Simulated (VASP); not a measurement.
Ga3Se, 4 atoms in the cell. It takes space group Pm-3m (No. 221, cubic). Conventional cell: a = 4.432 Å, b = 4.432 Å, c = 4.432 Å, α = 90.00°, β = 90.00°, γ = 90.00°. Within 4.1 Å of Ga (site symmetry 4/mmm) lie 8 Ga at 3.13 Å and 4 Se at 3.13 Å. Within 4.1 Å of Se (site symmetry m-3m) lie 12 Ga at 3.13 Å. 

- Program: VASP 6.6.1
- Task: single point
- Functional: PBE
- Potentials or basis: VASP PAW PBE potentials, release 64 (Ga_d, Se)
- Cutoff: 520 eV
- k mesh: 5 × 5 × 5
- Occupations: fermi-dirac, width 0.1 eV
- Spin: no spin polarisation
- Dipole correction: no
- Further INCAR settings: ALGO = Normal; EDIFF = 1e-06; NBANDS = 30

Potentials or basis: VASP PAW PBE potentials, release 64 (Ga_d, Se).

The run is started by

```bash
$ cat potpaw_PBE.64/Ga_d/POTCAR potpaw_PBE.64/Se/POTCAR > POTCAR
$ mpirun -np 1 vasp_std > vasp.out
```

Hardware: 1 thread of AMD EPYC 7R43 64-Core Processor (Zen 3), on a shared host.

Problem. How long does it take, and how much memory?

Solution. It took 46 s on 1 thread of AMD EPYC 7R43 64-Core Processor (Zen 3), with other jobs on the host, peak memory 0.17 GiB. Counts: scf iterations 12, k points 10.
